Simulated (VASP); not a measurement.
# Ga3Sb (I4/mmm) in VASP: further runs

The runs below take Ga3Sb through single point, relaxation of shape and atoms at fixed volume, with PBEsol+D3(BJ).

Everything below comes from runs of VASP 6.6.1. Logs are shortened: lines on timing, memory, paths and dates and some standing lists are left out, and cuts for length are marked.

**1. The cell of the first run**

The structure is tetragonal, space group I4/mmm (No. 139). Conventional cell: a = 4.318 Å, b = 4.318 Å, c = 9.521 Å, α = 90.00°, β = 90.00°, γ = 90.00°. Ga (site symmetry -4m2) has 8 Ga at 3.05 to 3.21 Å and 4 Sb at 3.21 Å within 4.0 Å. Within 4.0 Å of Ga (site symmetry 4/mmm) lie 4 Sb at 3.05 Å and 8 Ga at 3.21 Å. Sb (site symmetry 4/mmm) has 12 Ga at 3.05 to 3.21 Å within 4.0 Å.

**2. Single point, PBEsol+D3(BJ)**

File INCAR:

```
SYSTEM = Ga3Sb
  PREC = Accurate
  ENCUT = 520
  EDIFF = 1E-7
  ISMEAR = 0
  SIGMA = 0.1
  LREAL = .FALSE.
  LASPH = .TRUE.
  NELM = 80
  ALGO = Normal
  ISIF = 2
  LWAVE = .FALSE.
  LCHARG = .TRUE.
  GGA = PS
  IVDW = 12
  LELF = .TRUE.
  LVHAR = .TRUE.
  NBANDS = 30
```

File KPOINTS:

```
regular mesh
0
G
  6 6 6
  0 0 0
```

File POSCAR:

```
Ga3Sb
1.0
   -2.1587990000      2.1587990000      4.7604840000
    2.1587990000     -2.1587990000      4.7604840000
    2.1587990000      2.1587990000     -4.7604840000
Ga Sb
3 1
Direct
    0.7500000000      0.2500000000      0.5000000000
    0.2500000000      0.7500000000      0.5000000000
    0.5000000000      0.5000000000      0.0000000000
    0.0000000000      0.0000000000      0.0000000000
```

Potentials or basis: VASP PAW PBE potentials, release 64 (Ga_d, Sb).

On the command line:

```console
cat potpaw_PBE.64/Ga_d/POTCAR potpaw_PBE.64/Sb/POTCAR > POTCAR
mpirun -np 1 vasp_std > vasp.out
```

OUTCAR:

```text
SYSTEM = Ga3Sb
   PREC = Accurate
   ENCUT = 520
   EDIFF = 1E-7
   ISMEAR = 0
   LREAL = .FALSE.
   LASPH = .TRUE.
   NELM = 80
   ISIF = 2
   GGA = PS
   IVDW = 12
 IVDW          = 12

 ion  position               nearest neighbor table
   1  0.750  0.250  0.500-   4 3.21   4 3.21   4 3.21   4 3.21
   2  0.250  0.750  0.500-   4 3.21   4 3.21   4 3.21   4 3.21
   3  0.500  0.500  0.000-   4 3.05   4 3.05   4 3.05   4 3.05
   4  0.000  0.000  0.000-   3 3.05   3 3.05   3 3.05   3 3.05   2 3.21   1 3.21   2 3.21   2 3.21
                             1 3.21   1 3.21   2 3.21   1 3.21

  LATTYP: Found a body centered tetragonal cell.
 ALAT       =     4.3175980000
 C/A-ratio  =     2.2051538842

  Lattice vectors:

 A1 = (  -2.1587990000,   2.1587990000,   4.7604840000)
 A2 = (   2.1587990000,  -2.1587990000,   4.7604840000)
 A3 = (   2.1587990000,   2.1587990000,  -4.7604840000)

Analysis of symmetry for initial positions (statically):
=====================================================================
 Subroutine PRICEL returns:
 Original cell was already a primitive cell.

 Routine SETGRP: Setting up the symmetry group for a
 body centered tetragonal supercell.

 Subroutine GETGRP returns: Found 16 space group operations
 (whereof 16 operations were pure point group operations)
 out of a pool of 16 trial point group operations.

The static configuration has the point symmetry D_4h.

Analysis of symmetry for dynamics (positions and initial velocities):
=====================================================================
 Subroutine PRICEL returns:
 Original cell was already a primitive cell.

 Routine SETGRP: Setting up the symmetry group for a
 body centered tetragonal supercell.

 Subroutine GETGRP returns: Found 16 space group operations
 (whereof 16 operations were pure point group operations)
 out of a pool of 16 trial point group operations.

The dynamic configuration has the point symmetry D_4h.

 Subroutine INISYM returns: Found 16 space group operations
 (whereof 16 operations are pure point group operations),
 and found     1 'primitive' translations

----------------------------------------------------------------------------------------

                                     Primitive cell

  volume of cell :      88.7433

  direct lattice vectors                    reciprocal lattice vectors
    -2.158799000  2.158799000  4.760484000     0.000000000  0.231610261  0.105031337
[... 90 lines left out ...]
   EDIFF  = 0.1E-06   stopping-criterion for ELM
   LREAL  =      F    real-space projection
   EDIFFG = 0.1E-05   stopping-criterion for IOM
   NSW    =      0    number of steps for IOM
   IBRION =     -1    ionic relax: 0-MD 1-quasi-New 2-CG
   NFREE  =      0    steps in history (QN), initial steepest desc. (CG)
   ISIF   =      2    stress and relaxation
   ISYM   =      2    0-nonsym 1-usesym 2-fastsym
   POTIM  = 0.5000    time-step for ionic-motion
   TEBEG  =    0.0;   TEEND  =   0.0 temperature during run
   PSTRESS=    0.0 pullay stress
   NELECT =      44.0000    total number of electrons
   NUPDOWN=      -1.0000    fix difference up-down
   EMIN   =  10.00;   EMAX   =-10.00  energy-range for DOS
   EFERMI =   0.00;   METHOD = LEGACY
   ISMEAR =     0;   SIGMA  =   0.10  broadening in eV -4-tet -1-fermi 0-gaus
   EFERMI_NEDOS =   21; number of points for ismear=-14 and -15
   IALGO  =     38    algorithm
   IMIX   =      4    mixing-type and parameters
     AMIX     =   0.40;   BMIX     =  1.00
     AMIX_MAG =   1.60;   BMIX_MAG =  1.00
  volume/ion in A,a.u.               =      22.19       149.72
  Fermi-wavevector in a.u.,A,eV,Ry     =   1.295728  2.448571 22.842976  1.678911
  Thomas-Fermi vector in A             =   2.427229
   LORBIT       =      0    0 simple, 1 ext, 2 COOP (PROOUT), +10 PAW based schemes
   GGA     = PS    functional components
   LHFCALC =     F    Hartree Fock is set to
   AEXX    =    0.0000 exact exchange contribution
   IVDW    =    12    specifies the selected vdW correction
   LEPSILON=     F    determine dielectric tensor
   LRPA    =     F    only Hartree local field effects (RPA)
 non-spin polarized calculation
 Gauss-broadening in eV      SIGMA  =   0.10
  energy-cutoff  :      520.00
  volume of cell :       88.74
 maximum number of plane-waves:      2404
   NGX = 21   NGY = 21   NGZ = 21

 number of electron      44.0000012 magnetization

 Free energy of the ion-electron system (eV)
  ---------------------------------------------------
  ext. energy  EPLUGINS =         0.00000000
  ---------------------------------------------------
  free energy    TOTEN  =       -14.25979824 eV

  energy without entropy =      -14.25415131  energy(sigma->0) =      -14.25697477

 E-fermi :   5.7414     XC(G=0): -10.5882

 val. band max:        5.7055868310   @ k =   0.5000   0.5000   0.0000
 cond. band min:       5.8211823896   @ k =   0.5000   0.3333   0.0000
 fundamental gap:      0.1155955587
 Fermi energy:         5.7414393302

 k-point     1 :       0.0000    0.0000    0.0000
  band No.  band energies     occupation
      1      -9.0876      2.00000
      2      -9.0435      2.00000
      3      -9.0252      2.00000
      4      -8.9938      2.00000
      5      -8.9938      2.00000
      6      -8.9836      2.00000
[... 781 lines left out ...]
     29      12.0873      0.00000
     30      12.6179      0.00000

 [... further k-points ...]

------------------------ aborting loop because EDIFF is reached ----------------------------------------

 Edisp (eV)   -1.31885

 E8    (eV) :    -0.9111

  FORCE on cell =-STRESS in cart. coord.  units (eV):
  Direction    XX          YY          ZZ          XY          YZ          ZX
  --------------------------------------------------------------------------------------
  -------------------------------------------------------------------------------------
  Total      -2.62825    -2.62825    -4.16888     0.00000     0.00000     0.00000
  in kB     -47.45054   -47.45054   -75.26521     0.00000     0.00000     0.00000
  external pressure =      -56.72 kB  Pullay stress =        0.00 kB

 VOLUME and BASIS-vectors are now :
 -----------------------------------------------------------------------------
  energy-cutoff  :      520.00
  volume of cell :       88.74
      direct lattice vectors                 reciprocal lattice vectors
    -2.158799000  2.158799000  4.760484000     0.000000000  0.231610261  0.105031337
     2.158799000 -2.158799000  4.760484000     0.231610261  0.000000000  0.105031337
     2.158799000  2.158799000 -4.760484000     0.231610261  0.231610261  0.000000000

 POSITION                                       TOTAL-FORCE (eV/Angst)
 -----------------------------------------------------------------------------------
      0.00000      2.15880      2.38024        -0.000000      0.000000      0.000000
      2.15880      0.00000      2.38024         0.000000      0.000000     -0.000000
      0.00000      0.00000      4.76048         0.000000     -0.000000     -0.000000
      0.00000      0.00000      0.00000         0.000000     -0.000000     -0.000000
 -----------------------------------------------------------------------------------
    total drift:                               -0.000000      0.000000      0.000000

  FREE ENERGIE OF THE ION-ELECTRON SYSTEM (eV)
  ---------------------------------------------------
  free  energy   TOTEN  =       -15.5786525019 eV

  energy  without entropy=      -15.5730055769  energy(sigma->0) =      -15.57582904
```

OSZICAR:

```text
N       E                     dE             d eps       ncg     rms          rms(c)
DAV:   1     0.289134350672E+03    0.28913E+03   -0.20805E+04  1848   0.233E+03
DAV:   2     0.208971859034E+02   -0.26824E+03   -0.26156E+03  1830   0.492E+02
DAV:   3    -0.131881982916E+02   -0.34085E+02   -0.33372E+02  2106   0.135E+02
DAV:   4    -0.143174025749E+02   -0.11292E+01   -0.11201E+01  2084   0.260E+01
DAV:   5    -0.143475655915E+02   -0.30163E-01   -0.30160E-01  2378   0.430E+00    0.241E+00
DAV:   6    -0.142775826252E+02    0.69983E-01   -0.16118E-01  2382   0.499E+00    0.119E+00
DAV:   7    -0.142613397719E+02    0.16243E-01   -0.34069E-02  2452   0.197E+00    0.275E-01
DAV:   8    -0.142597980834E+02    0.15417E-02   -0.36306E-03  2086   0.158E+00    0.440E-02
DAV:   9    -0.142597780747E+02    0.20009E-04   -0.82469E-04  2080   0.650E-01    0.282E-02
DAV:  10    -0.142597962995E+02   -0.18225E-04   -0.26673E-04  2104   0.228E-01    0.147E-02
DAV:  11    -0.142597971758E+02   -0.87635E-06   -0.47314E-05  2180   0.199E-01    0.596E-03
DAV:  12    -0.142597981701E+02   -0.99421E-06   -0.15676E-05  2856   0.477E-02    0.131E-03
DAV:  13    -0.142597982355E+02   -0.65403E-07   -0.74310E-07  1966   0.243E-02
   1 F= -.15578653E+02 E0= -.15575829E+02  d E =-.564693E-02
```

stdout:

```text
POSCAR found type information on POSCAR GaSb
 POSCAR found :  2 types and       4 ions
 scaLAPACK will be used
 -----------------------------------------------------------------------------
|                                                                             |
|                                                                             |
|     You enforced a specific xc type in the INCAR file but a different       |
|     I HOPE YOU KNOW WHAT YOU ARE DOING!                                     |
|                                                                             |
 -----------------------------------------------------------------------------

 LDA part: xc-table for (Slater+PW92), standard interpolation
 POSCAR, INCAR and KPOINTS ok, starting setup
 FFT: planning ... GRIDC
 FFT: planning ... GRID_SOFT
 FFT: planning ... GRID
 WAVECAR not read
 entering main loop
```

Run time: 61 s. Hardware: 1 thread of Intel Xeon 6975P-C (Granite Rapids), shared host; peak memory 0.29 GiB.

Results:

```yaml
Free_energy: -15.5787 eV
Pressure: -5.7 GPa
Band_gap_on_the_k_mesh: zero (bands 22 and 23 overlap by 3.85 eV)
Dispersion_energy_per_atom: -0.330 eV
```

Levels at points of the mesh, in eV from the Fermi level:
```csv
k point,band 18,band 19,band 20,band 21,band 22,band 23,band 24,band 25,band 26,band 27
"(0.00, 0.00, 0.00)",-3.81,-2.97,-1.89,-1.73,-1.73,-0.24,-0.24,0.99,1.26,4.48
"(0.50, 0.00, 0.00)",-5.41,-5.02,-0.88,-0.49,-0.19,0.52,1.55,2.78,3.24,3.34
"(0.50, 0.50, 0.00)",-5.66,-5.08,-4.66,-4.02,-0.62,-0.04,0.29,1.08,6.49,6.50
"(0.50, 0.50, 0.50)",-3.75,-2.88,-2.88,-2.39,2.07,2.65,2.65,3.91,4.00,4.35
```

Caveat: the cell stands under tension; the PAW data sets were made with another functional, which shifts forces and pressure a little; spin-orbit coupling is left out, which moves the levels of the heavy elements.

**3. Single point, PBEsol+D3(BJ) (17.25 Å³/atom)**

This run uses another cell than the first one, of 17.25 Å³/atom.

File INCAR:

```
SYSTEM = Ga3Sb
  PREC = Accurate
  ENCUT = 520
  EDIFF = 1E-6
  ISMEAR = 0
  SIGMA = 0.1
  LREAL = .False.
  LASPH = .True.
  NELM = 100
  ALGO = Fast
  ISIF = 2
  LWAVE = .False.
  LCHARG = .False.
  GGA = PS
  IVDW = 12
  NBANDS = 30
```

File KPOINTS:

```
Automatic mesh
0
Gamma
  14 14 14
  0 0 0
```

File POSCAR:

```
Ga3Sb
1.0
   -2.0084276045      2.0084276045      4.2756817329
    2.0084276045     -2.0084276045      4.2756817329
    2.0084276045      2.0084276045     -4.2756817329
Ga Sb
3 1
Direct
    0.7500000000      0.2500000000      0.5000000000
    0.2500000000      0.7500000000      0.5000000000
    0.5000000000      0.5000000000      0.0000000000
    0.0000000000      0.0000000000      0.0000000000
```

Potentials or basis: VASP PAW PBE potentials, release 64 (Ga_d, Sb).

On the command line:

```console
cat potpaw_PBE.64/Ga_d/POTCAR potpaw_PBE.64/Sb/POTCAR > POTCAR
mpirun -np 1 vasp_std > vasp.out
```

Run time: 5.4 min. Hardware: 1 thread of Intel Xeon 6975P-C (Granite Rapids), shared host; peak memory 0.56 GiB.

Results (log left out):

```yaml
Free_energy: -15.4676 eV
Pressure: 11.4 GPa
Band_gap_on_the_k_mesh: zero (bands 22 and 23 overlap by 5.77 eV)
Dispersion_energy_per_atom: -0.427 eV
```

Stress tensor (GPa, compression positive):
```
11.43  0.00  0.00
 0.00 11.43  0.00
 0.00  0.00 11.35
```

Levels at points of the mesh, in eV from the Fermi level:
```csv
k point,band 19,band 20,band 21,band 22,band 23,band 24,band 25,band 26
"(0.00, 0.00, 0.00)",-2.52,-2.44,-2.44,-1.41,-0.89,-0.89,0.50,0.54
"(0.50, 0.00, 0.00)",-5.88,-1.47,-0.34,-0.25,-0.14,2.23,3.17,3.59
"(0.50, 0.50, 0.00)",-6.26,-5.61,-5.52,0.02,0.16,0.40,0.83,8.42
"(0.50, 0.50, 0.50)",-4.13,-3.58,-2.42,2.98,3.28,3.28,4.12,5.72
```

Caveat: the cell stands under pressure; the PAW data sets were made with another functional, which shifts forces and pressure a little; spin-orbit coupling is left out, which moves the levels of the heavy elements.

[end of part 1 of 2]

The gap in the log of VASP goes by the Fermi energy; the results here count the filled bands.